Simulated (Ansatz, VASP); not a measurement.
This is a calculation of C for Ansatz 0.2.0.

input.yaml

```yaml
crystal:
  lattice:
    - [2.5051726443, 0.0, 0.0]
    - [-1.2525863222, 2.1695431509, 0.0]
    - [0.0, 0.0, 8.1818157839]
  atoms:
    - { symbol: C, position: [0.6666666667, 0.3333333333, 0.84375] }
    - { symbol: C, position: [0.3333333333, 0.6666666667, 0.34375] }
    - { symbol: C, position: [0.6666666667, 0.3333333333, 0.65625] }
    - { symbol: C, position: [0.3333333333, 0.6666666667, 0.15625] }
    - { symbol: C, position: [0.0, 0.0, 0.90625] }
    - { symbol: C, position: [0.0, 0.0, 0.40625] }
    - { symbol: C, position: [0.0, 0.0, 0.59375] }
    - { symbol: C, position: [0.0, 0.0, 0.09375] }
hamiltonian:
  xc: revpbe
  pseudopotentials: { kind: paw }
  dispersion: d4
kpoints:
  mp_grid: { grid: [12, 12, 4] }
scf:
  occupations: { method: fermi_dirac, width: 0.05 }
output:
  forces: true
  stress: true
  eigenvalues: true
```

Potentials or basis: Ansatz PAW.

Launch:

```sh
$ ansatz run input.yaml --threads 2 --pin off --max-ram 5120MiB --backend cpu --events-out ev --progress --plain --runs-dir out
```

Q: Translate it to VASP 6.6.1. Potentials there: VASP PAW PBE potentials, release 64 (C).

A: As run (the cutoff follows the program's own potentials):

Contents of INCAR:

```
SYSTEM = C
ALGO = Normal ; EDIFF = 1E-6
ENCUT = 520 ; GGA = RE
ISIF = 2 ; ISMEAR = -1
IVDW = 13 ; LASPH = .TRUE.
LCHARG = .FALSE. ; LREAL = .FALSE.
LWAVE = .FALSE. ; NBANDS = 26
NELM = 80 ; PREC = Accurate
SIGMA = 0.05
```

KPOINTS

```
k-points
0
G
  12 12 4
  0 0 0
```

POSCAR

```
C
1.0
    2.5051726443      0.0000000000      0.0000000000
   -1.2525863222      2.1695431509      0.0000000000
    0.0000000000      0.0000000000      8.1818157839
C
8
Direct
    0.6666666667      0.3333333333      0.8437500000
    0.3333333333      0.6666666667      0.3437500000
    0.6666666667      0.3333333333      0.6562500000
    0.3333333333      0.6666666667      0.1562500000
    0.0000000000      0.0000000000      0.9062500000
    0.0000000000      0.0000000000      0.4062500000
    0.0000000000      0.0000000000      0.5937500000
    0.0000000000      0.0000000000      0.0937500000
```

Potentials or basis: VASP PAW PBE potentials, release 64 (C).

Run with:

```console
$ cat potpaw_PBE.64/C/POTCAR > POTCAR
$ mpirun -np 1 vasp_std > vasp.out
```

Both were run:

|  | VASP | Ansatz | Ansatz less VASP |
| --- | --- | --- | --- |
| gap on the k mesh at the Fermi level (eV) | 4.45 | 4.46 | +0.011 |
| least direct gap on the mesh (eV) | 5.23 | 5.24 | +0.010 |
| pressure (GPa) | 3.6 | 2.9 | -0.65 |
| traceless stress, the component that is largest in VASP (GPa) | 8.67 | 8.67 | -0.003 |
| rms of the force components (eV/Å) | 0.194 | 0.194 | -0.0002 |

VASP's potentials were made for PBE, not for revPBE. Atom by atom the forces differ by 0.002 eV/Å (rms over components).
